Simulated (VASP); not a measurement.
Input of a VASP 6.6.1 run:

File POSCAR:

```
BaCaF4
1.0
    4.0706559646      0.0000000000      0.0000000000
    0.0000000000      4.0706559646      0.0000000000
    0.0000000000      0.0000000000      5.9647005680
Ba F Ca
1 4 1
Direct
    0.0000000000      0.0000000000      0.0000000000
    0.0000000000      0.5000000000      0.7227238450
    0.0000000000      0.5000000000      0.2772761550
    0.5000000000      0.0000000000      0.2772761550
    0.5000000000      0.0000000000      0.7227238450
    0.5000000000      0.5000000000      0.5000000000
```

INCAR.step1

```
PREC = Accurate
ENCUT = 520
ISMEAR = 0
SIGMA = 0.01
LREAL = False
LASPH = True
NELM = 100
NBANDS = 33
GGA = PE
ALGO = Normal
EDIFF = 1E-4
LWAVE = True
LCHARG = False
```

File INCAR.step2:

```
PREC = Accurate
ENCUT = 520
EDIFF = 1E-6
ISMEAR = 0
SIGMA = 0.01
LREAL = False
LASPH = True
NELM = 100
ALGO = Normal
ISIF = 2
LWAVE = False
LCHARG = False
METAGGA = R2SCAN
LMIXTAU = True
NBANDS = 33
ISTART = 1
```

KPOINTS

```
regular mesh
0
Gamma
  6 6 4
```

Potentials or basis: VASP PAW PBE potentials, release 64 (Ba_sv, F, Ca_sv).

Command:

```sh
$ cat potpaw_PBE.64/Ba_sv/POTCAR potpaw_PBE.64/F/POTCAR potpaw_PBE.64/Ca_sv/POTCAR > POTCAR
$ cp INCAR.step1 INCAR
$ mpirun -np 1 vasp_std > vasp.out
$ cp INCAR.step2 INCAR
$ mpirun -np 1 vasp_std > vasp.out
```

Problem. What does it give for the largest force?

Solution. 0.058 eV/Å.

Problem. Predict the pressure.

Solution. 1.0 GPa.

Stress tensor (GPa, compression positive):
```
0.91 0.00 0.00
0.00 0.91 0.00
0.00 0.00 1.04
```

Caveat: the PAW data sets were made with another functional, which shifts forces and pressure a little.
